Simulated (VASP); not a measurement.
# Bi (Pm-3m) in VASP: notebook

Runs on Bi. Level: PBEsol. Tasks: density of states.

Program: VASP 6.6.1. These are calculated values, not measurements. Logs are shortened: lines on timing, memory, paths and dates and some standing lists are left out, and cuts for length are marked.

## 1. The cell of the first run

It takes space group Pm-3m (No. 221, cubic). Conventional cell: a = 2.375 Å, b = 2.375 Å, c = 2.375 Å, α = 90.00°, β = 90.00°, γ = 90.00°. Bi (site symmetry m-3m) has 6 Bi at 2.38 Å within 3.1 Å.

## 2. Density of states, PBEsol (volume scaled by 0.4)

File POSCAR:

```
Bi
1.0
    2.3752765239      0.0000000000      0.0000000000
    0.0000000000      2.3752765239      0.0000000000
    0.0000000000      0.0000000000      2.3752765239
Bi
1
Direct
    0.0000000000      0.0000000000      0.0000000000
```

File INCAR.step1:

```
PREC     = Accurate       # precision mode
ENCUT    = 520            # plane-wave cutoff, eV
EDIFF    = 1E-7           # SCF threshold, eV
ISMEAR   = -1             # smearing method
SIGMA    = 0.05           # smearing width, eV
LREAL    = False          # projectors in reciprocal space
LASPH    = True           # aspherical terms in the spheres
NELM     = 100            # most SCF steps
ALGO     = Normal         # electronic algorithm
ISIF     = 2              # what is computed and relaxed
LWAVE    = False          # write WAVECAR
LCHARG   = True           # write CHGCAR
GGA      = PS             # functional
NBANDS   = 14             # bands
```

File KPOINTS.step1:

```
regular mesh
0
Gamma
  12 12 12
```

File INCAR.step2:

```
PREC     = Accurate       # precision mode
ENCUT    = 520            # plane-wave cutoff, eV
EDIFF    = 1E-7           # SCF threshold, eV
ISMEAR   = -5             # smearing method
SIGMA    = 0.05           # smearing width, eV
LREAL    = False          # projectors in reciprocal space
LASPH    = True           # aspherical terms in the spheres
NELM     = 100            # most SCF steps
ALGO     = Normal         # electronic algorithm
ISIF     = 2              # what is computed and relaxed
LWAVE    = False          # write WAVECAR
LCHARG   = False          # write CHGCAR
GGA      = PS             # functional
LORBIT   = 11             # projections on sites
NBANDS   = 14             # bands
NEDOS    = 1001           # points of the DOS
ICHARG   = 11             # starting density
```

File KPOINTS.step2:

```
regular mesh
0
Gamma
  18 18 18
```

Potentials or basis: VASP PAW PBE potentials, release 64 (Bi_d).

On the command line:

```sh
$ cat potpaw_PBE.64/Bi_d/POTCAR > POTCAR
$ cp INCAR.step1 INCAR
$ cp KPOINTS.step1 KPOINTS
$ mpirun -np 1 vasp_std > vasp.out
$ cp INCAR.step2 INCAR
$ cp KPOINTS.step2 KPOINTS
$ mpirun -np 1 vasp_std > vasp.out
```

OUTCAR:

```text
PREC = Accurate
   ENCUT = 520
   EDIFF = 1E-7
   ISMEAR = -5
   LREAL = False
   LASPH = True
   NELM = 100
   ISIF = 2
   GGA = PS
   LORBIT = 11
   ICHARG = 11

 ion  position               nearest neighbor table
   1  0.000  0.000  0.000-

  LATTYP: Found a simple cubic cell.
 ALAT       =     2.3752765239

  Lattice vectors:

 A1 = (   2.3752765239,   0.0000000000,   0.0000000000)
 A2 = (   0.0000000000,   2.3752765239,   0.0000000000)
 A3 = (   0.0000000000,   0.0000000000,   2.3752765239)

Analysis of symmetry for initial positions (statically):
=====================================================================
 Subroutine PRICEL returns:
 Original cell was already a primitive cell.

 Routine SETGRP: Setting up the symmetry group for a
 simple cubic supercell.

 Subroutine GETGRP returns: Found 48 space group operations
 (whereof 48 operations were pure point group operations)
 out of a pool of 48 trial point group operations.

The static configuration has the point symmetry O_h .

Analysis of symmetry for dynamics (positions and initial velocities):
=====================================================================
 Subroutine PRICEL returns:
 Original cell was already a primitive cell.

 Routine SETGRP: Setting up the symmetry group for a
 simple cubic supercell.

 Subroutine GETGRP returns: Found 48 space group operations
 (whereof 48 operations were pure point group operations)
 out of a pool of 48 trial point group operations.

The dynamic configuration has the point symmetry O_h .

 Subroutine INISYM returns: Found 48 space group operations
 (whereof 48 operations are pure point group operations),
 and found     1 'primitive' translations

----------------------------------------------------------------------------------------

                                     Primitive cell

  volume of cell :      13.4012

  direct lattice vectors                    reciprocal lattice vectors
     2.375276524  0.000000000  0.000000000     0.421003614  0.000000000  0.000000000
     0.000000000  2.375276524  0.000000000     0.000000000  0.421003614  0.000000000
     0.000000000  0.000000000  2.375276524     0.000000000  0.000000000  0.421003614

  length of vectors
     2.375276524  2.375276524  2.375276524     0.421003614  0.421003614  0.421003614

  position of ions in fractional coordinates (direct lattice)
     0.000000000  0.000000000  0.000000000

  ion indices of the primitive-cell ions
   primitive index   ion index
                 1           1

----------------------------------------------------------------------------------------

 KPOINTS: regular mesh

[... 80 lines left out ...]
   NELECT =      15.0000    total number of electrons
   NUPDOWN=      -1.0000    fix difference up-down
   EMIN   =  10.00;   EMAX   =-10.00  energy-range for DOS
   EFERMI =   0.00;   METHOD = LEGACY
   ISMEAR =    -5;   SIGMA  =   0.05  broadening in eV -4-tet -1-fermi 0-gaus
   EFERMI_NEDOS =   21; number of points for ismear=-14 and -15
   IALGO  =     38    algorithm
   IMIX   =      4    mixing-type and parameters
     AMIX     =   0.40;   BMIX     =  1.00
     AMIX_MAG =   1.60;   BMIX_MAG =  1.00
  volume/ion in A,a.u.               =      13.40        90.44
  Fermi-wavevector in a.u.,A,eV,Ry     =   1.699774  3.212106 39.310364  2.889230
  Thomas-Fermi vector in A             =   2.780030
   LORBIT       =     11    0 simple, 1 ext, 2 COOP (PROOUT), +10 PAW based schemes
   GGA     = PS    functional components
   LHFCALC =     F    Hartree Fock is set to
   AEXX    =    0.0000 exact exchange contribution
   IVDW    =     0    specifies the selected vdW correction
   LEPSILON=     F    determine dielectric tensor
   LRPA    =     F    only Hartree local field effects (RPA)
 non-spin polarized calculation
 Fermi weights with tetrahedron method with Bloechl corrections
  energy-cutoff  :      520.00
  volume of cell :       13.40
 maximum number of plane-waves:       380
 NGX is ok and might be reduce to    18

 number of electron      15.0000007 magnetization

 Free energy of the ion-electron system (eV)
  ---------------------------------------------------
  ext. energy  EPLUGINS =         0.00000000
  ---------------------------------------------------
  free energy    TOTEN  =         6.57935649 eV

  energy without entropy =        6.57935649  energy(sigma->0) =        6.57935649

 E-fermi :  25.0985     XC(G=0): -15.0446

 val. band max:       25.4050946928   @ k =   0.1667   0.1667   0.1667
 cond. band min:      24.6206792893   @ k =   0.1667   0.1667   0.0000
 fundamental gap:     -0.7844154035
 Fermi energy:        25.0985223860

 k-point     1 :       0.0000    0.0000    0.0000
  band No.  band energies     occupation
      1      -4.4468      2.00000
      2      -4.4468      2.00000
      3      -0.1942      2.00000
      4      -0.1811      2.00000
      5      -0.1811      2.00000
      6      -0.1811      2.00000
      7      28.7001      0.00000
      8      28.7001      0.00000
      9      28.7001      0.00000
     10      36.4844      0.00000
     11      37.2067      0.00000
     12      37.2067      0.00000
     13      43.0862      0.00000
     14      43.0862      0.00000
[... 377 lines left out ...]
      1      -4.0222      2.00000
      2      -2.6932      2.00000
      3      -1.4401      2.00000
      4      -1.1425      2.00000
      5      -0.2482      2.00000
      6       4.5086      2.00000
      7      16.9500      2.00000
      8      29.3092      0.00000
      9      33.1120      0.00000
     10      33.5788      0.00000
     11      36.3336      0.00000
     12      42.7052      0.00000
     13      43.9538      0.00000
     14      44.0208      0.00000

 [... further k-points ...]
[... 5 lines left out ...]
  --------------------------------------------------------------------------------------
  -------------------------------------------------------------------------------------
  Total       33.9994890     33.9994890     33.9994890     -0.0000000      0.0000000      0.0000000
  in kB     4064.8118005   4064.8118005   4064.8118005     -0.0000000      0.0000000      0.0000000
  external PRESSURE =    4064.8118005 kB  Pullay stress =       0.0000000 kB

 VOLUME and BASIS-vectors are now :
 -----------------------------------------------------------------------------
  energy-cutoff  :      520.00
  volume of cell :       13.40
      direct lattice vectors                 reciprocal lattice vectors
     2.375276524  0.000000000  0.000000000     0.421003614  0.000000000  0.000000000
     0.000000000  2.375276524  0.000000000     0.000000000  0.421003614  0.000000000
     0.000000000  0.000000000  2.375276524     0.000000000  0.000000000  0.421003614

 POSITION                                       TOTAL-FORCE (eV/Angst)
 -----------------------------------------------------------------------------------
      0.00000      0.00000      0.00000         0.000000      0.000000      0.000000
 -----------------------------------------------------------------------------------
    total drift:                                0.000000      0.000000     -0.000000

  FREE ENERGIE OF THE ION-ELECTRON SYSTEM (eV)
  ---------------------------------------------------
  free  energy   TOTEN  =         6.5793564914 eV

  energy  without entropy=        6.5793564914  energy(sigma->0) =        6.57935649

 total charge

# of ion       s       p       d       tot
------------------------------------------
    1        1.609   2.480  10.400  14.489
```

OUTCAR.step1:

```text
PREC = Accurate
   ENCUT = 520
   EDIFF = 1E-7
   ISMEAR = -1
   LREAL = False
[... 624 lines left out ...]

 POSITION                                       TOTAL-FORCE (eV/Angst)
 -----------------------------------------------------------------------------------
      0.00000      0.00000      0.00000         0.000000      0.000000      0.000000
 -----------------------------------------------------------------------------------
    total drift:                               -0.000000      0.000000      0.000000

  FREE ENERGIE OF THE ION-ELECTRON SYSTEM (eV)
  ---------------------------------------------------
  free  energy   TOTEN  =         6.5657944431 eV

  energy  without entropy=        6.5684841941  energy(sigma->0) =        6.56713932
```

OSZICAR.step1:

```text
N       E                     dE             d eps       ncg     rms          rms(c)
DAV:   1     0.116590876651E+03    0.11659E+03   -0.74162E+03  2522   0.163E+03
DAV:   2     0.111041629606E+02   -0.10549E+03   -0.10085E+03  2640   0.363E+02
DAV:   3     0.626814563466E+01   -0.48360E+01   -0.48086E+01  2804   0.742E+01
DAV:   4     0.619276223407E+01   -0.75383E-01   -0.75361E-01  2944   0.895E+00
DAV:   5     0.619060466433E+01   -0.21576E-02   -0.21575E-02  3152   0.145E+00    0.335E+00
DAV:   6     0.643085450662E+01    0.24025E+00   -0.29858E-02  2940   0.193E+00    0.190E+00
DAV:   7     0.656502578147E+01    0.13417E+00   -0.60307E-02  2836   0.264E+00    0.156E-01
DAV:   8     0.656576612384E+01    0.74034E-03   -0.18244E-03  2988   0.445E-01    0.391E-02
DAV:   9     0.656579073532E+01    0.24611E-04   -0.46345E-05  3480   0.883E-02    0.410E-03
DAV:  10     0.656579441970E+01    0.36844E-05   -0.22877E-06  3664   0.239E-02    0.192E-03
DAV:  11     0.656579466338E+01    0.24368E-06   -0.88261E-08  2276   0.286E-03    0.598E-04
DAV:  12     0.656579447178E+01   -0.19161E-06   -0.33878E-08  2106   0.334E-03    0.980E-05
DAV:  13     0.656579444313E+01   -0.28644E-07   -0.20420E-09  1644   0.579E-04
   1 F= 0.65657944E+01 E0= 0.65671393E+01  d E =-.268975E-02
```

Wall time 17 s (1 thread of Intel Xeon 6975P-C (Granite Rapids), shared host); peak memory 0.15 GiB.

What came out:

- Valence electrons inside the program's atomic spheres: Bi 14.49

Caveat: the PAW data sets were made with another functional, which shifts forces and pressure a little; spin-orbit coupling is left out, which moves the levels of the heavy elements; tetrahedron occupations give inexact forces and stress in metals.

[end of part 1 of 2]
